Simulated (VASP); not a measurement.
Here is a VASP 6.6.1 calculation.

File INCAR:

```
ALGO = Normal ; EDIFF = 1E-7
ENCUT = 520 ; GGA = PE
ISIF = 2 ; ISMEAR = 0
LASPH = T ; LCHARG = F
LREAL = F ; LWAVE = F
NBANDS = 13 ; NELM = 100
PREC = Accurate ; SIGMA = 0.1
```

File KPOINTS:

```
k-points
0
Gamma
  6 4 4
```

POSCAR

```
Te
1.0
    3.4953318754      0.0000000000      0.1152690501
    0.0000000000      4.3934264614      0.0000000000
   -0.1559742492      0.0000000000      4.3803882656
Te
2
Direct
    0.5000135534      0.7500000000      0.2500003599
    0.4999864466      0.2500000000      0.7499996401
```

Potentials or basis: VASP PAW PBE potentials, release 64 (Te).

The run is started by

```bash
$ cat potpaw_PBE.64/Te/POTCAR > POTCAR
$ mpirun -np 1 vasp_std > vasp.out
```

(1) Predict the pressure.

(2) What does it give for the band gap on the k mesh?

Answers

(1) 0.0 GPa.

(2) zero (bands 6 and 7 overlap by 3.16 eV).

Caveat: spin-orbit coupling is left out, which moves the levels of the heavy elements.
